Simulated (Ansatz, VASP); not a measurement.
One calculation of AlN, two programs

INCAR

```
SYSTEM = AlN
ALGO = Normal
EDIFF = 1E-7
ENCUT = 520
GGA = CA
ISIF = 2
ISMEAR = 0
LASPH = .True.
LCHARG = .False.
LREAL = .False.
LWAVE = .False.
NBANDS = 16
NELM = 80
PREC = Accurate
SIGMA = 0.05
```

Contents of KPOINTS:

```
k-points
0
Gamma
  9 9 6
  0 0 0
```

The input POSCAR:

```
AlN
1.0
    3.2758593918      0.0000000000      0.0000000000
   -1.6379296959      2.8369774526      0.0000000000
    0.0000000000      0.0000000000      4.1006874222
Al N
2 2
Direct
    0.3333333333      0.6666666667      0.7609379390
    0.6666666667      0.3333333333      0.2609379390
    0.3333333333      0.6666666667      0.2289303619
    0.6666666667      0.3333333333      0.7289303619
```

Input for Ansatz:

```yaml
crystal:
  lattice:
    - [3.2758593918, 0.0, 0.0]
    - [-1.6379296959, 2.8369774526, 0.0]
    - [0.0, 0.0, 4.1006874222]
  atoms:
    - { symbol: Al, position: [0.3333333333, 0.6666666667, 0.760937939] }
    - { symbol: Al, position: [0.6666666667, 0.3333333333, 0.260937939] }
    - { symbol: "N", position: [0.3333333333, 0.6666666667, 0.2289303619] }
    - { symbol: "N", position: [0.6666666667, 0.3333333333, 0.7289303619] }
basis:
  ecutwfc: 520.0
kpoints:
  mp_grid: { grid: [9, 9, 6] }
hamiltonian:
  xc: lda
  pseudopotentials: { kind: paw, azcp: { folder: soft_1 } }
scf:
  occupations: { method: gaussian, width: 0.05 }
output:
  forces: true
  stress: true
  eigenvalues: true
```

Change from the starting cell: mode 4 frozen in at -0.086 Å, equal normal strain along x, y and z +0.0000.

Alike in both runs: task single point; functional LDA; k mesh 9 × 9 × 6; occupations gaussian, width 0.05 eV; no spin polarisation.

|  | VASP | Ansatz |
| --- | --- | --- |
| version | VASP 6.6.1 | Ansatz 0.2.0 |
| potentials or method | VASP PAW LDA potentials, release 64 (Al, N), cutoff 520 eV | scalar-relativistic, plane waves, PAW |
| valence electrons in the cell | 16 | 16 |

Ansatz gave:

- gap on the k mesh at the Fermi level (eV): 3.70
- least direct gap on the mesh (eV): 3.70
- pressure (GPa): 1.8
- traceless stress, the component that is largest in VASP (GPa): 6.02
- rms of the force components (eV/Å): 0.286

Problem. Which values does VASP return?

Solution. gap on the k mesh at the Fermi level (eV): 3.70; least direct gap on the mesh (eV): 3.70; pressure (GPa): 2.5; traceless stress, the component that is largest in VASP (GPa): 6.00; rms of the force components (eV/Å): 0.299.

Ansatz warns that its potentials were made for another functional, while VASP's fit it. LDA's correlation is that of Perdew and Zunger in VASP and of Perdew and Wang (1992) in Ansatz. Atom by atom the forces differ by 0.013 eV/Å (rms over components).
